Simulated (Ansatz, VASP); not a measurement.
## One calculation of Sn, two programs

```
Sn
1.0
     2.97221    0.00000    0.00000
    -1.48611    2.57401    0.00000
     0.00000    0.00000    2.79322
Sn
1
Direct
  0.00000 0.00000 0.00000
```

Change from the starting cell: volume scaled by 0.75, LAPW.

Alike in both runs: task single point; functional PBE; k mesh 13 × 13 × 12; occupations fermi-dirac, width 0.05 eV; no spin polarisation.

```csv
,VASP,Ansatz
version,VASP 6.6.1,Ansatz 0.2.0
potentials or method,"VASP PAW PBE potentials, release 64 (Sn_d), cutoff 520 eV","all-electron LAPW, scalar-relativistic"
```

```csv
,VASP,Ansatz,Ansatz less VASP
pressure (GPa),26.5,26.6,+0.07
```

Ansatz ran all-electron here, and VASP with PAW potentials.
